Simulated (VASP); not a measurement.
# Ni (Fm-3m) in VASP: a series of runs

The runs below take Ni through single point, with LDA.

Program: VASP 6.6.1. These are calculated values, not measurements. Logs are shortened: lines on timing, memory, paths and dates and some standing lists are left out, and cuts for length are marked.

## Step 1: The cell of the first run

Symmetry: Fm-3m, No. 225, cubic system. The conventional cell has a = 3.536 Å, b = 3.536 Å, c = 3.536 Å, α = 90.00°, β = 90.00°, γ = 90.00°. Ni (site symmetry m-3m) has 12 Ni at 2.50 Å within 3.3 Å.

## Step 2: Single point, LDA, collinear spin, ferromagnetic start

INCAR reads:

```
SYSTEM = Ni
PREC = Accurate
ENCUT = 600
EDIFF = 1E-6
ISMEAR = 0
SIGMA = 0.1
LREAL = .False.
LASPH = .True.
NELM = 200
ALGO = Normal
ISIF = 2
LWAVE = .False.
LCHARG = .False.
ISPIN = 2
MAGMOM = 2
LORBIT = 11
LMAXMIX = 4
NBANDS = 15
GGA_COMPAT = .False.
```

KPOINTS reads:

```
Automatic mesh
0
Gamma
  8 8 8
  0 0 0
```

POSCAR reads:

```
Ni
1.0
    0.0000000000      1.7679500000      1.7679500000
    1.7679500000      0.0000000000      1.7679500000
    1.7679500000      1.7679500000      0.0000000000
Ni
1
Direct
    0.0000000000      0.0000000000      0.0000000000
```

Potentials or basis: VASP PAW LDA potentials, release 64 (Ni).

Started as:

```
$ cat potpaw_LDA.64/Ni/POTCAR > POTCAR
$ mpirun -np 1 vasp_std > vasp.out
```

OUTCAR:

```text
SYSTEM = Ni
   PREC = Accurate
   ENCUT = 600
   EDIFF = 1E-6
   ISMEAR = 0
   LREAL = .False.
   LASPH = .True.
   NELM = 200
   ISIF = 2
   ISPIN = 2
   LORBIT = 11

 ion  position               nearest neighbor table
   1  0.000  0.000  0.000-

  LATTYP: Found a face centered cubic cell.
 ALAT       =     3.5359000000

  Lattice vectors:

 A1 = (   0.0000000000,   1.7679500000,   1.7679500000)
 A2 = (   1.7679500000,   0.0000000000,   1.7679500000)
 A3 = (   1.7679500000,   1.7679500000,   0.0000000000)

Analysis of symmetry for initial positions (statically):
=====================================================================
 Subroutine PRICEL returns:
 Original cell was already a primitive cell.

 Routine SETGRP: Setting up the symmetry group for a
 face centered cubic supercell.

 Subroutine GETGRP returns: Found 48 space group operations
 (whereof 48 operations were pure point group operations)
 out of a pool of 48 trial point group operations.

The static configuration has the point symmetry O_h .

Analysis of symmetry for dynamics (positions and initial velocities):
=====================================================================
 Subroutine PRICEL returns:
 Original cell was already a primitive cell.

 Routine SETGRP: Setting up the symmetry group for a
 face centered cubic supercell.

 Subroutine GETGRP returns: Found 48 space group operations
 (whereof 48 operations were pure point group operations)
 out of a pool of 48 trial point group operations.

The dynamic configuration has the point symmetry O_h .

Analysis of structural, dynamic, and magnetic symmetry:
=====================================================================
 Subroutine PRICEL returns:
 Original cell was already a primitive cell.

 Routine SETGRP: Setting up the symmetry group for a
 face centered cubic supercell.

 Subroutine GETGRP returns: Found 48 space group operations
 (whereof 48 operations were pure point group operations)
 out of a pool of 48 trial point group operations.

The overall configuration has the point symmetry O_h .

 Subroutine INISYM returns: Found 48 space group operations
 (whereof 48 operations are pure point group operations),
 and found     1 'primitive' translations

----------------------------------------------------------------------------------------

                                     Primitive cell

  volume of cell :      11.0520

  direct lattice vectors                    reciprocal lattice vectors
     0.000000000  1.767950000  1.767950000    -0.282813428  0.282813428  0.282813428
     1.767950000  0.000000000  1.767950000     0.282813428 -0.282813428  0.282813428
     1.767950000  1.767950000  0.000000000     0.282813428  0.282813428 -0.282813428

[... 117 lines left out ...]
   NGX =  9   NGY =  9   NGZ =  9

 number of electron      10.0000010 magnetization       0.6992777

 Free energy of the ion-electron system (eV)
  ---------------------------------------------------
  ext. energy  EPLUGINS =         0.00000000
  ---------------------------------------------------
  free energy    TOTEN  =        -6.51240508 eV

  energy without entropy =       -6.50285262  energy(sigma->0) =       -6.50762885

 E-fermi :   8.7917     XC(G=0): -13.5219

 val. band max:        8.7718968331   @ k =  -0.2500   0.3750   0.1250
 cond. band min:       8.8198210544   @ k =   0.3750   0.3750   0.0000
 fundamental gap:      0.0479242213
 Fermi energy:         8.7916790745

 spin component 1

 k-point     1 :       0.0000    0.0000    0.0000
  band No.  band energies     occupation
      1      -0.0847      1.00000
      2       6.4339      1.00000
      3       6.4339      1.00000
      4       6.4339      1.00000
      5       7.5521      1.00000
      6       7.5521      1.00000
      7      32.4471      0.00000
      8      36.0666      0.00000
      9      36.0666      0.00000
     10      36.0666      0.00000
     11      38.9724      0.00000
     12      38.9724      0.00000
     13      38.9724      0.00000
     14      42.2180      0.00000
[... 403 lines left out ...]
      4       7.0417      1.00000
      5       8.1396      1.00000
      6      12.1444      0.00000
      7      14.7805      0.00000
      8      24.6686      0.00000
      9      25.4102      0.00000
     10      34.2473      0.00000
     11      38.3697      0.00000
     12      45.6793      0.00000
     13      47.9799      0.00000
     14      48.6578      0.00000
     15      50.1408      0.00000

 [... further k-points ...]

 spin component 2

 k-point     1 :       0.0000    0.0000    0.0000
  band No.  band energies     occupation
      1      -0.0179      1.00000
      2       7.1288      1.00000
      3       7.1288      1.00000
      4       7.1288      1.00000
      5       8.2076      1.00000
      6       8.2076      1.00000
      7      32.4495      0.00000
      8      36.1454      0.00000
      9      36.1454      0.00000
     10      36.1454      0.00000
     11      39.1717      0.00000
     12      39.1717      0.00000
     13      39.1717      0.00000
     14      42.2079      0.00000
[... 403 lines left out ...]
      4       7.6868      1.00000
      5       8.8874      0.08787
      6      12.4663      0.00000
      7      15.1467      0.00000
      8      24.8408      0.00000
      9      25.5846      0.00000
     10      34.3394      0.00000
     11      38.5160      0.00000
     12      45.7554      0.00000
     13      48.1146      0.00000
     14      48.8368      0.00000
     15      50.4747      0.00000

 [... further k-points ...]
[... 5 lines left out ...]
  --------------------------------------------------------------------------------------
  -------------------------------------------------------------------------------------
  Total       -1.3196778     -1.3196778     -1.3196778      0.0000000     -0.0000000     -0.0000000
  in kB     -191.3103917   -191.3103917   -191.3103917      0.0000000     -0.0000000     -0.0000000
  external PRESSURE =    -191.3103917 kB  Pullay stress =       0.0000000 kB

 VOLUME and BASIS-vectors are now :
 -----------------------------------------------------------------------------
  energy-cutoff  :      600.00
  volume of cell :       11.05
      direct lattice vectors                 reciprocal lattice vectors
     0.000000000  1.767950000  1.767950000    -0.282813428  0.282813428  0.282813428
     1.767950000  0.000000000  1.767950000     0.282813428 -0.282813428  0.282813428
     1.767950000  1.767950000  0.000000000     0.282813428  0.282813428 -0.282813428

 POSITION                                       TOTAL-FORCE (eV/Angst)
 -----------------------------------------------------------------------------------
      0.00000      0.00000      0.00000         0.000000      0.000000      0.000000
 -----------------------------------------------------------------------------------
    total drift:                                0.000000      0.000000      0.000000

  FREE ENERGIE OF THE ION-ELECTRON SYSTEM (eV)
  ---------------------------------------------------
  free  energy   TOTEN  =        -6.5124050771 eV

  energy  without entropy=       -6.5028526213  energy(sigma->0) =       -6.50762885

 total charge

# of ion       s       p       d       tot
------------------------------------------
    1        0.493   0.487   8.311   9.291

 magnetization (x)

# of ion       s       p       d       tot
------------------------------------------
    1       -0.001  -0.013   0.715   0.702
```

OSZICAR:

```text
N       E                     dE             d eps       ncg     rms          rms(c)
DAV:   1     0.365342331675E+02    0.36534E+02   -0.47557E+03  1812   0.102E+03
DAV:   2    -0.579193235147E+01   -0.42326E+02   -0.39219E+02  2020   0.178E+02
DAV:   3    -0.743660662298E+01   -0.16447E+01   -0.16340E+01  2055   0.339E+01
DAV:   4    -0.744802823581E+01   -0.11422E-01   -0.11419E-01  2273   0.263E+00
DAV:   5    -0.744817413407E+01   -0.14590E-03   -0.14590E-03  2045   0.275E-01    0.112E+01
DAV:   6    -0.696571915615E+01    0.48245E+00   -0.14591E+01  2482   0.447E+01    0.672E+00
DAV:   7    -0.653045647751E+01    0.43526E+00   -0.29135E+00  2265   0.176E+01    0.170E+00
DAV:   8    -0.651712670903E+01    0.13330E-01   -0.24674E-02  2074   0.935E-01    0.933E-01
DAV:   9    -0.651376750988E+01    0.33592E-02   -0.13664E-03  2772   0.208E-01    0.334E-01
DAV:  10    -0.651240755550E+01    0.13600E-02   -0.15631E-03  2690   0.212E-01    0.405E-02
DAV:  11    -0.651240743349E+01    0.12201E-06   -0.13311E-05  2217   0.319E-02    0.249E-02
DAV:  12    -0.651240512406E+01    0.23094E-05   -0.57929E-06  2205   0.160E-02    0.106E-02
DAV:  13    -0.651240507710E+01    0.46960E-07   -0.10756E-06  1679   0.596E-03
   1 F= -.65124051E+01 E0= -.65076288E+01  d E =-.955246E-02  mag=     0.6993
```

stdout:

```text
POSCAR found type information on POSCAR Ni
 POSCAR found :  1 types and       1 ions
 scaLAPACK will be used
 LDA part: xc-table for (Slater(with rela. corr.)+CA(PZ))
 , standard interpolation
 POSCAR, INCAR and KPOINTS ok, starting setup
 FFT: planning ... GRIDC
 FFT: planning ... GRID_SOFT
 FFT: planning ... GRID
 WAVECAR not read
 entering main loop
```

Run time: 7.1 s. Hardware: 1 thread of Intel Xeon 6975P-C (Granite Rapids), shared host; peak memory 0.13 GiB.

What came out:

| Item | Value |
| --- | --- |
| Free energy | -6.5124 eV |
| Pressure | -19.1 GPa |
| Net moment | 0.70 μB per cell |
| Site moments | Ni +0.70 μB |
| Valence electrons inside the program's atomic spheres | Ni 9.29 |

Caveat: the k points lie up to 0.38 Å⁻¹ apart.

## Step 3: Single point, LDA, collinear spin, ferromagnetic start

This run uses another cell than the first one, of 10.06 Å³/atom, 0.911 times its volume.

INCAR reads:

```
  PREC = Accurate
  ENCUT = 600
  EDIFF = 1E-6
  ISMEAR = 0
  SIGMA = 0.1
  LREAL = False
  LASPH = True
  NELM = 200
  ALGO = Normal
  ISIF = 2
  LWAVE = False
  LCHARG = True
  ISPIN = 2
  MAGMOM = 0.8
  LORBIT = 11
  LMAXMIX = 4
  GGA = CA
  LELF = True
  LVHAR = True
  NBANDS = 15
  GGA_COMPAT = False
```

KPOINTS reads:

```
regular mesh
0
Gamma
  10 10 10
```

POSCAR reads:

```
Ni
1.0
    0.0000000000      1.7136454141      1.7136454141
    1.7136454141      0.0000000000      1.7136454141
    1.7136454141      1.7136454141      0.0000000000
Ni
1
Direct
    0.0000000000      0.0000000000      0.0000000000
```

Potentials or basis: VASP PAW LDA potentials, release 64 (Ni).

Started as:

```
$ cat potpaw_LDA.64/Ni/POTCAR > POTCAR
$ mpirun -np 1 vasp_std > vasp.out
```

Run time: 10 s. Hardware: 1 thread of Intel Xeon 6975P-C (Granite Rapids), shared host; peak memory 0.13 GiB.

It converged, with:

```yaml
Free_energy: -6.5791 eV
Pressure: -0.6 GPa
Net_moment: 0.65 μB per cell
Site_moments: Ni +0.65 μB
Valence_electrons_inside_the_program's_atomic_spheres: Ni 9.47
```

Levels at points of the mesh, in eV from the Fermi level:
Spin up:
| k point | band 2 | band 3 | band 4 | band 5 | band 6 | band 7 | band 8 | band 9 |
| --- | --- | --- | --- | --- | --- | --- | --- | --- |
| (0.00, 0.00, 0.00) | -2.60 | -2.60 | -2.60 | -1.30 | -1.30 | 24.41 | 28.79 | 28.79 |
| (0.50, 0.00, 0.00) | -2.60 | -2.60 | -0.53 | -0.53 | -0.42 | 6.27 | 22.90 | 25.92 |
| (0.50, 0.50, 0.00) | -4.60 | -0.50 | -0.36 | -0.36 | 2.48 | 9.97 | 15.49 | 15.49 |
Spin down:
```tsv
k point	band 1	band 2	band 3	band 4	band 5	band 6	band 7	band 8	band 9	band 10
(0.00, 0.00, 0.00)	-9.50	-1.94	-1.94	-1.94	-0.69	-0.69	24.41	28.85	28.85	28.85
(0.50, 0.00, 0.00)	-4.86	-2.01	-2.01	-0.37	0.17	0.17	6.69	22.89	26.06	26.06
(0.50, 0.50, 0.00)	-4.75	-4.05	0.14	0.40	0.40	2.55	10.28	15.58	15.58	21.07
```
